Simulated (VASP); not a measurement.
# SnO2 (Cm) in VASP: single point with r2SCAN

Aim: the single point of SnO2 with r2SCAN.

All numbers are computed with VASP 6.6.1; they aren't measurements. Logs are shortened: lines on timing, memory, paths and dates and some standing lists are left out, and cuts for length are marked.

### 1 The cell of the first run

It takes space group Cm (No. 8, monoclinic). The conventional cell has a = 11.000 Å, b = 4.000 Å, c = 4.000 Å, α = 90.00°, β = 111.32°, γ = 90.00°. Within 2.7 Å of Sn (site symmetry m) lie 6 O at 2.04 to 2.12 Å. Within 2.7 Å of Sn (site symmetry m) lie 6 O at 2.06 to 2.09 Å. Within 2.7 Å of O (site symmetry m) lie 3 Sn at 2.05 to 2.09 Å and 2 O at 2.57 Å. O (site symmetry m) has 3 Sn at 2.05 to 2.06 Å and 2 O at 2.57 Å within 2.7 Å. Within 2.7 Å of O (site symmetry m) lie 3 Sn at 2.04 to 2.10 Å and 2 O at 2.57 Å. O (site symmetry m) has 3 Sn at 2.06 to 2.12 Å and 2 O at 2.57 Å within 2.7 Å.

### 2 Single point, r2SCAN (atom 1 (Sn) moved -0.050 Å towards its neighbour atom 2 (Sn) at 3.250 Å)

POSCAR reads:

```
SnO2
1.0
   -2.0000686112      2.0000686112      5.1236788559
    2.0000686112     -2.0000686112      5.1236788559
    2.0000686112      2.0000686112     -5.1236788559
Sn O
2 4
Direct
    0.7615380269      0.2538460090      0.5076920180
    0.0000000000      0.0000000000      0.0000000000
    0.7965225900      0.7965225900      0.0000000000
    0.9534774100      0.4534774100      0.5000000000
    0.2034774100      0.2034774100      0.0000000000
    0.5465225900      0.0465225900      0.5000000000
```

INCAR.step1 reads:

```
  ALGO = Normal
  EDIFF = 1E-4
  ENCUT = 520
  GGA = PE
  ISMEAR = 0
  LASPH = True
  LCHARG = False
  LREAL = False
  LWAVE = True
  NBANDS = 35
  NELM = 60
  PREC = Accurate
  SIGMA = 0.05
```

INCAR.step2 reads:

```
  ALGO = Normal
  EDIFF = 1E-7
  ENCUT = 520
  ISIF = 2
  ISMEAR = 0
  ISTART = 1
  LASPH = True
  LCHARG = False
  LMIXTAU = True
  LREAL = False
  LWAVE = False
  METAGGA = R2SCAN
  NBANDS = 35
  NELM = 60
  PREC = Accurate
  SIGMA = 0.05
```

KPOINTS reads:

```
k-points
0
Gamma
  10 10 10
```

Potentials or basis: VASP PAW PBE potentials, release 64 (Sn_d, O).

On the command line:

```bash
cat potpaw_PBE.64/Sn_d/POTCAR potpaw_PBE.64/O/POTCAR > POTCAR
cp INCAR.step1 INCAR
mpirun -np 1 vasp_std > vasp.out
cp INCAR.step2 INCAR
mpirun -np 1 vasp_std > vasp.out
```

OUTCAR:

```text
EDIFF = 1E-7
   ENCUT = 520
   ISIF = 2
   ISMEAR = 0
   ISTART = 1
   LASPH = True
   LREAL = False
   METAGGA = R2SCAN
   NELM = 60
   PREC = Accurate

 ion  position               nearest neighbor table
   1  0.762  0.254  0.508-   5 2.04   4 2.05   3 2.05   3 2.05   5 2.10   6 2.12   2 3.22   2 3.22
                             2 3.26   2 3.30
   2  0.000  0.000  0.000-   6 2.06   4 2.06   6 2.06   4 2.06   3 2.09   5 2.09   1 3.22   1 3.22
                             1 3.26   1 3.30
   3  0.797  0.797  0.000-   1 2.05   1 2.05   2 2.09
   4  0.953  0.453  0.500-   1 2.05   2 2.06   2 2.06
   5  0.203  0.203  0.000-   1 2.04   2 2.09   1 2.10
   6  0.547  0.047  0.500-   2 2.06   2 2.06   1 2.12

  LATTYP: Found a body centered tetragonal cell.
 ALAT       =     4.0001372224
 C/A-ratio  =     2.5617515455

  Lattice vectors:

 A1 = (  -2.0000686112,   2.0000686112,   5.1236788559)
 A2 = (   2.0000686112,  -2.0000686112,   5.1236788559)
 A3 = (   2.0000686112,   2.0000686112,  -5.1236788559)

Analysis of symmetry for initial positions (statically):
=====================================================================
 Subroutine PRICEL returns:
 Original cell was already a primitive cell.

 Routine SETGRP: Setting up the symmetry group for a
 body centered tetragonal supercell.

 Subroutine GETGRP returns: Found  2 space group operations
 (whereof  2 operations were pure point group operations)
 out of a pool of 16 trial point group operations.

The static configuration has the point symmetry C_1h.

Analysis of symmetry for dynamics (positions and initial velocities):
=====================================================================
 Subroutine PRICEL returns:
 Original cell was already a primitive cell.

 Routine SETGRP: Setting up the symmetry group for a
 body centered tetragonal supercell.

 Subroutine GETGRP returns: Found  2 space group operations
 (whereof  2 operations were pure point group operations)
 out of a pool of 16 trial point group operations.

The dynamic configuration has the point symmetry C_1h.

 Subroutine INISYM returns: Found  2 space group operations
 (whereof  2 operations are pure point group operations),
 and found     1 'primitive' translations

----------------------------------------------------------------------------------------

                                     Primitive cell

  volume of cell :      81.9845

  direct lattice vectors                    reciprocal lattice vectors
    -2.000068611  2.000068611  5.123678856     0.000000000  0.249991424  0.097586132
     2.000068611 -2.000068611  5.123678856     0.249991424  0.000000000  0.097586132
     2.000068611  2.000068611 -5.123678856     0.249991424  0.249991424  0.000000000

  length of vectors
     5.852574982  5.852574982  5.852574982     0.268363122  0.268363122  0.353541262

  position of ions in fractional coordinates (direct lattice)
     0.761538027  0.253846009  0.507692018
     0.000000000  0.000000000  0.000000000
     0.796522590  0.796522590  0.000000000
     0.953477410  0.453477410  0.500000000
     0.203477410  0.203477410  0.000000000
     0.546522590  0.046522590  0.500000000

  ion indices of the primitive-cell ions
   primitive index   ion index
                 1           1
                 2           2
                 3           3
                 4           4
                 5           5
                 6           6

----------------------------------------------------------------------------------------

 KPOINTS: k-points

Automatic generation of k-mesh.
 Grid dimensions read from file:
 generate k-points for:   10   10   10

 Generating k-lattice:

  Cartesian coordinates                     Fractional coordinates (reciprocal lattice)
     0.000000000  0.024999142  0.009758613     0.100000000  0.000000000  0.000000000
     0.024999142  0.000000000  0.009758613     0.000000000  0.100000000  0.000000000
     0.024999142  0.024999142  0.000000000     0.000000000  0.000000000  0.100000000

  Length of vectors
     0.026836312  0.026836312  0.035354126

  Shift w.r.t. Gamma in fractional coordinates (k-lattice)
     0.000000000  0.000000000  0.000000000

 Subroutine IBZKPT returns following result:
 ===========================================

 Found    282 irreducible k-points:

 Following reciprocal coordinates:
            Coordinates               Weight
  0.000000  0.000000  0.000000      1.000000
  0.100000  0.000000 -0.000000      2.000000
  0.000000  0.100000 -0.000000      4.000000
  0.000000  0.100000 -0.100000      2.000000
  0.200000  0.000000 -0.000000      2.000000
  0.000000  0.200000 -0.000000      4.000000
[... 16 lines left out ...]
  0.300000  0.100000 -0.000000      4.000000
  0.000000  0.400000 -0.100000      4.000000
 [... further k-points ...]
   k-points           NKPTS =    282   k-points in BZ     NKDIM =    282   number of bands    NBANDS=     35
   number of dos      NEDOS =    301   number of ions     NIONS =      6
   total plane-waves  NPLWV = 110592
   dimension x,y,z NGX =    48 NGY =   48 NGZ =   48
   dimension x,y,z NGXF=    96 NGYF=   96 NGZF=   96
   ions per type =               2   4
   NGX,Y,Z   is equivalent  to a cutoff of  13.63, 13.63, 13.63 a.u.
   NGXF,Y,Z  is equivalent  to a cutoff of  27.27, 27.27, 27.27 a.u.
 SYSTEM =  unknown system
   PREC   = accura    normal or accurate (medium, high low for compatibility)
   ISTART =      1    job   : 0-new  1-cont  2-samecut
   ICHARG =      0    charge: 1-file 2-atom 10-const
   ISPIN  =      1    spin polarized calculation?
   LNONCOLLINEAR =      F non collinear calculations
   LSORBIT =      F    spin-orbit coupling
   LASPH  =      T    aspherical Exc in radial PAW
   ENCUT  =  520.0 eV  38.22 Ry    6.18 a.u.  10.88 10.88 10.88*2*pi/ulx,y,z
   NELM   =     60;   NELMIN=  2; NELMDL=  0     # of ELM steps
   EDIFF  = 0.1E-06   stopping-criterion for ELM
   LREAL  =      F    real-space projection
   EDIFFG = 0.1E-05   stopping-criterion for IOM
   NSW    =      0    number of steps for IOM
   IBRION =     -1    ionic relax: 0-MD 1-quasi-New 2-CG
   NFREE  =      0    steps in history (QN), initial steepest desc. (CG)
   ISIF   =      2    stress and relaxation
   ISYM   =      2    0-nonsym 1-usesym 2-fastsym
   POTIM  = 0.5000    time-step for ionic-motion
   TEBEG  =    0.0;   TEEND  =   0.0 temperature during run
   PSTRESS=    0.0 pullay stress
   NELECT =      52.0000    total number of electrons
   NUPDOWN=      -1.0000    fix difference up-down
   EMIN   =  10.00;   EMAX   =-10.00  energy-range for DOS
   EFERMI =   0.00;   METHOD = LEGACY
   ISMEAR =     0;   SIGMA  =   0.05  broadening in eV -4-tet -1-fermi 0-gaus
   EFERMI_NEDOS =   21; number of points for ismear=-14 and -15
   IALGO  =     38    algorithm
   IMIX   =      4    mixing-type and parameters
     AMIX     =   0.40;   BMIX     =  1.00
     AMIX_MAG =   1.60;   BMIX_MAG =  1.00
  volume/ion in A,a.u.               =      13.66        92.21
  Fermi-wavevector in a.u.,A,eV,Ry     =   1.406583  2.658057 26.918799  1.978476
  Thomas-Fermi vector in A             =   2.528929
   LORBIT       =      0    0 simple, 1 ext, 2 COOP (PROOUT), +10 PAW based schemes
   METAGGA = R2SCAN    functional components
   LHFCALC =     F    Hartree Fock is set to
   AEXX    =    0.0000 exact exchange contribution
   IVDW    =     0    specifies the selected vdW correction
   LEPSILON=     F    determine dielectric tensor
   LRPA    =     F    only Hartree local field effects (RPA)
 non-spin polarized calculation
 Gauss-broadening in eV      SIGMA  =   0.05
  energy-cutoff  :      520.00
  volume of cell :       81.98
 maximum number of plane-waves:      2244
 NGX is ok and might be reduce to    48
   NGX = 21   NGY = 21   NGZ = 21

 number of electron      52.0000005 magnetization

 Free energy of the ion-electron system (eV)
  ---------------------------------------------------
  ext. energy  EPLUGINS =         0.00000000
  ---------------------------------------------------
  free energy    TOTEN  =       -84.07868007 eV

  energy without entropy =      -84.07868007  energy(sigma->0) =      -84.07868007

 E-fermi :   3.8854     XC(G=0): -11.0480

 val. band max:        3.6192356929   @ k =   0.3000   0.3000   0.2000
 cond. band min:       5.9121376966   @ k =   0.0000   0.0000   0.0000
 fundamental gap:      2.2929020036
 Fermi energy:         3.8853763332

 k-point     1 :       0.0000    0.0000    0.0000
  band No.  band energies     occupation
      1     -17.4575      2.00000
      2     -17.4084      2.00000
      3     -17.2255      2.00000
      4     -16.5624      2.00000
      5     -16.4167      2.00000
      6     -16.3882      2.00000
[... 27 lines left out ...]
     34      16.7388      0.00000
     35      17.0271      0.00000

 k-point     2 :       0.1000    0.0000   -0.0000
  band No.  band energies     occupation
      1     -17.4746      2.00000
      2     -17.3688      2.00000
      3     -17.1957      2.00000
      4     -16.5683      2.00000
      5     -16.4185      2.00000
      6     -16.3863      2.00000
[... 27 lines left out ...]
     34      16.4065      0.00000
     35      16.8710      0.00000

 k-point     3 :       0.0000    0.1000   -0.0000
  band No.  band energies     occupation
      1     -17.4598      2.00000
      2     -17.3507      2.00000
      3     -17.2205      2.00000
      4     -16.5694      2.00000
      5     -16.4145      2.00000
      6     -16.3907      2.00000
[... 27 lines left out ...]
     34      16.3749      0.00000
     35      16.8498      0.00000

 k-point     4 :       0.0000    0.1000   -0.1000
  band No.  band energies     occupation
      1     -17.4783      2.00000
      2     -17.3655      2.00000
      3     -17.1969      2.00000
      4     -16.5654      2.00000
      5     -16.4189      2.00000
      6     -16.3885      2.00000
[... 27 lines left out ...]
     34      16.4060      0.00000
     35      16.8664      0.00000

 k-point     5 :       0.2000    0.0000   -0.0000
  band No.  band energies     occupation
      1     -17.4863      2.00000
      2     -17.3113      2.00000
      3     -17.1011      2.00000
      4     -16.5844      2.00000
      5     -16.4231      2.00000
      6     -16.3835      2.00000
[... 638 lines left out ...]
 k-point    22 :       0.3000    0.0000   -0.2000
  band No.  band energies     occupation
      1     -17.4534      2.00000
      2     -17.2214      2.00000
      3     -17.1500      2.00000
      4     -16.5569      2.00000
      5     -16.4220      2.00000
      6     -16.3926      2.00000
[... 27 lines left out ...]
     34      16.2189      0.00000
     35      16.3608      0.00000

 k-point    23 :       0.3000    0.1000   -0.0000
  band No.  band energies     occupation
      1     -17.4741      2.00000
      2     -17.2423      2.00000
      3     -16.9498      2.00000
      4     -16.5611      2.00000
      5     -16.4386      2.00000
      6     -16.3859      2.00000
[... 27 lines left out ...]
     34      16.1833      0.00000
     35      16.3751      0.00000

 k-point    24 :       0.0000    0.4000   -0.1000
  band No.  band energies     occupation
      1     -17.4142      2.00000
      2     -17.1847      2.00000
      3     -17.0176      2.00000
      4     -16.5634      2.00000
      5     -16.4330      2.00000
      6     -16.3912      2.00000
[... 27 lines left out ...]
     34      16.1695      0.00000
     35      16.3618      0.00000

 [... further k-points ...]

------------------------ aborting loop because EDIFF is reached ----------------------------------------

  FORCE on cell =-STRESS in cart. coord.  units (eV):
  Direction    XX          YY          ZZ          XY          YZ          ZX
  --------------------------------------------------------------------------------------
  -------------------------------------------------------------------------------------
  Total        1.0039692     -0.6670717      0.0718765      0.0000000     -0.3849944      0.0000000
  in kB       19.6200125    -13.0362118      1.4046433      0.0000000     -7.5237325      0.0000000
  external PRESSURE =       2.6628147 kB  Pullay stress =       0.0000000 kB

 VOLUME and BASIS-vectors are now :
 -----------------------------------------------------------------------------
  energy-cutoff  :      520.00
  volume of cell :       81.98
      direct lattice vectors                 reciprocal lattice vectors
    -2.000068611  2.000068611  5.123678856     0.000000000  0.249991424  0.097586132
     2.000068611 -2.000068611  5.123678856     0.249991424  0.000000000  0.097586132
     2.000068611  2.000068611 -5.123678856     0.249991424  0.249991424  0.000000000

 POSITION                                       TOTAL-FORCE (eV/Angst)
 -----------------------------------------------------------------------------------
      0.00000      2.03084      2.60125        -0.000000     -0.504625     -1.071186
      0.00000      0.00000      0.00000        -0.000000      0.015614      0.373573
      0.00000      0.00000      8.16225        -0.000000      0.015859      0.126851
      0.00000      2.00007      4.64695        -0.000000      0.017452      0.272059
      0.00000      0.00000      2.08511         0.000000      0.442548      0.102544
      0.00000      2.00007      0.47673        -0.000000      0.013152      0.196159
 -----------------------------------------------------------------------------------
    total drift:                                0.000002      0.000032      0.001192

  FREE ENERGIE OF THE ION-ELECTRON SYSTEM (eV)
  ---------------------------------------------------
  free  energy   TOTEN  =       -84.0786800725 eV

  energy  without entropy=      -84.0786800725  energy(sigma->0) =      -84.07868007
```

It took 3.7 h on 1 thread of Oxide Virtual Turin-like, shared host; peak memory 0.77 GiB.

Results:

```yaml
Free_energy: -84.0787 eV
Pressure: 0.3 GPa
Largest_force: 1.184 eV/Å
Band_gap_on_the_k_mesh: 2.29 eV (least direct gap 2.61 eV)
```

Forces on the atoms (eV/Å):
```
Sn   0.000 -0.505 -1.071
Sn   0.000  0.016  0.374
O    0.000  0.016  0.127
O    0.000  0.017  0.272
O    0.000  0.443  0.103
O    0.000  0.013  0.196
```

Levels at points of the mesh, in eV from the valence-band top:
```csv
k point,band 22,band 23,band 24,band 25,band 26,band 27,band 28,band 29,band 30,band 31
"(0.00, 0.00, 0.00)",-1.00,-0.68,-0.66,-0.49,-0.32,2.29,6.33,9.93,10.59,10.77
"(0.50, 0.00, 0.00)",-1.08,-0.75,-0.68,-0.61,-0.32,5.70,7.06,8.62,9.49,10.74
"(0.00, 0.50, 0.00)",-1.09,-0.91,-0.84,-0.53,-0.38,5.70,7.04,8.61,9.39,10.73
"(0.00, 0.50, 0.50)",-1.07,-0.75,-0.68,-0.59,-0.32,5.72,7.04,8.62,9.50,10.68
"(0.50, 0.50, 0.00)",-0.87,-0.75,-0.73,-0.05,-0.04,8.17,8.18,8.46,8.49,9.59
"(0.50, 0.50, 0.50)",-2.59,-1.10,-0.98,-0.38,-0.22,4.95,4.99,8.21,8.35,12.80
```

Caveat: the cell differs from its parent crystal (atom 1 (Sn) moved -0.050 Å towards its neighbour atom 2 (Sn) at 3.250 Å); the PAW data sets were made with another functional, which shifts forces and pressure a little; spin-orbit coupling is left out, which moves the levels of the heavy elements. A k mesh can miss the band edges.
